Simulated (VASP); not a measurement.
Cr2Pd, 3 atoms in the cell. It takes space group Fm-3m (No. 225, cubic). The conventional cell has a = 5.734 Å, b = 5.734 Å, c = 5.734 Å, α = 90.00°, β = 90.00°, γ = 90.00°. Cr (site symmetry -43m) has 4 Pd at 2.48 Å and 6 Cr at 2.87 Å within 3.3 Å. Pd (site symmetry m-3m) has 8 Cr at 2.48 Å within 3.3 Å. 

```yaml
Program: VASP 6.6.1
Task: relaxation of cell and atoms
Functional: PBE
Potentials_or_basis: VASP PAW PBE potentials, release 64 (Cr_pv, Pd)
Cutoff: 600 eV
k_mesh: 14 × 14 × 14
Occupations: gaussian, width 0.1 eV
Spin: no spin polarisation
Dipole_correction: no
Further_INCAR_settings: ALGO = Fast; EDIFF = 1e-06; IBRION = 2; EDIFFG = -0.01; NSW = 100; ISIF = 3
```

Potentials or basis: VASP PAW PBE potentials, release 64 (Cr_pv, Pd).

Run with:

```sh
$ cat potpaw_PBE.64/Cr_pv/POTCAR potpaw_PBE.64/Pd/POTCAR > POTCAR
$ mpirun -np 1 vasp_std > vasp.out
```

Hardware: 1 thread of Intel(R) Xeon(R) 6975P-C (Granite Rapids), on a shared host.

Problem. Estimate the wall time of this run.

Solution. Wall time 50 s on 1 thread of Intel(R) Xeon(R) 6975P-C (Granite Rapids), on a shared host, peak memory 0.27 GiB. Counts: scf iterations 19, k points 104, ion steps 1.
